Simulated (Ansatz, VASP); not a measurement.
## One calculation of Re, two programs

Contents of INCAR:

```
ALGO = Normal
EDIFF = 1E-7
ENCUT = 520
GGA = PE
ISIF = 2
ISMEAR = 0
LASPH = T
LCHARG = F
LREAL = F
LWAVE = F
NBANDS = 22
NELM = 100
PREC = Accurate
SIGMA = 0.1
```

The input KPOINTS:

```
k-points
0
Gamma
  6 6 4
```

Contents of POSCAR:

```
Re
1.0
    2.5932858359     -1.7139635538      0.0000000000
    2.5932858359      1.7139635538      0.0000000000
    0.0000000000      0.0000000000      6.9916844866
Re
4
Direct
    0.8500000000      0.1500000000      0.1170000000
    0.6500000000      0.3500000000      0.6170000000
    0.1500000000      0.8500000000      0.8830000000
    0.3500000000      0.6500000000      0.3830000000
```

Input for Ansatz:

```yaml
crystal:
  lattice:
    - [2.5932858359, -1.7139635538, 0.0]
    - [2.5932858359, 1.7139635538, 0.0]
    - [0.0, 0.0, 6.9916844866]
  atoms:
    - { symbol: Re, position: [0.85, 0.15, 0.117] }
    - { symbol: Re, position: [0.65, 0.35, 0.617] }
    - { symbol: Re, position: [0.15, 0.85, 0.883] }
    - { symbol: Re, position: [0.35, 0.65, 0.383] }
basis:
  ecutwfc: 420
kpoints:
  mp_grid: { grid: [6, 6, 4] }
hamiltonian:
  xc: pbe
scf:
  occupations: { method: gaussian, width: 0.1 }
  lower_state_search: "off"
output:
  forces: true
  stress: true
  eigenvalues: true
```

Alike in both runs: task single point; functional PBE; k mesh 6 × 6 × 4; occupations gaussian, width 0.1 eV; no spin polarisation.

```csv
,VASP,Ansatz
version,VASP 6.6.1,Ansatz 0.2.0
potentials or method,"VASP PAW PBE potentials, release 64 (Re), cutoff 520 eV","scalar-relativistic, plane waves, PAW"
valence electrons in the cell,28,60
```

```csv
,VASP,Ansatz,Ansatz less VASP
gap on the k mesh at the Fermi level (eV),none,none,-
rms of the force components (eV/Å),6.339,9.295,+2.9562
```

Atom by atom the forces differ by 2.986 eV/Å (rms over components). A gap of «none» marks a metal or a gap that the smearing closes. The functional is the same, so the differences come from potentials, cutoffs and numerics. VASP's potentials hold 28 valence electrons a cell and Ansatz's 60, so a difference there can come from the potentials and not from the codes.

The k mesh is coarse, so the values compare programs but aren't converged. Neither program's run includes spin-orbit coupling.
